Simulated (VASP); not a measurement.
Here is a VASP 6.6.1 calculation.

File POSCAR:

```
Ag
1.0
    2.8862000000      0.0000000000      0.0000000000
   -1.4431000000      2.4995230000      0.0000000000
    0.0000000000      0.0000000000     10.0000000000
Ag
4
Direct
    0.3333333333      0.6666666667      0.2500000000
    0.6666666667      0.3333333333      0.7500000000
    0.0000000000      0.0000000000      0.0000000000
    0.0000000000      0.0000000000      0.5000000000
```

Contents of INCAR.step1:

```
ALGO     = Normal         # electronic algorithm
EDIFF    = 1E-4           # SCF threshold, eV
ENCUT    = 520            # plane-wave cutoff, eV
GGA      = PE             # functional
ISMEAR   = -1             # smearing method
LASPH    = T              # aspherical terms in the spheres
LCHARG   = F              # write CHGCAR
LREAL    = F              # projectors in reciprocal space
LWAVE    = T              # write WAVECAR
NBANDS   = 30             # bands
NELM     = 100            # most SCF steps
PREC     = Accurate       # precision mode
SIGMA    = 0.025          # smearing width, eV
```

Contents of INCAR.step2:

```
ALGO     = Normal         # electronic algorithm
EDIFF    = 1E-6           # SCF threshold, eV
ENCUT    = 520            # plane-wave cutoff, eV
ISIF     = 2              # what is computed and relaxed
ISMEAR   = -1             # smearing method
ISTART   = 1            
LASPH    = T              # aspherical terms in the spheres
LCHARG   = F              # write CHGCAR
LMIXTAU  = T            
LREAL    = F              # projectors in reciprocal space
LWAVE    = F              # write WAVECAR
METAGGA  = R2SCAN         # meta-GGA
NBANDS   = 30             # bands
NELM     = 100            # most SCF steps
PREC     = Accurate       # precision mode
SIGMA    = 0.025          # smearing width, eV
```

KPOINTS

```
k-points
0
Gamma
  10 10 3
```

Potentials or basis: VASP PAW PBE potentials, release 64 (Ag).

Run with:

```bash
$ cat potpaw_PBE.64/Ag/POTCAR > POTCAR
$ cp INCAR.step1 INCAR
$ mpirun -np 1 vasp_std > vasp.out
$ cp INCAR.step2 INCAR
$ mpirun -np 1 vasp_std > vasp.out
```

(1) Estimate the band gap on the k mesh.

(2) What does it give for the pressure?

Answers

(1) zero (band 22 reaches 11.00 eV, above the bottom of band 23 at 4.28 eV).

(2) -3.2 GPa.

Caveat: the PAW data sets were made with another functional, which shifts forces and pressure a little.
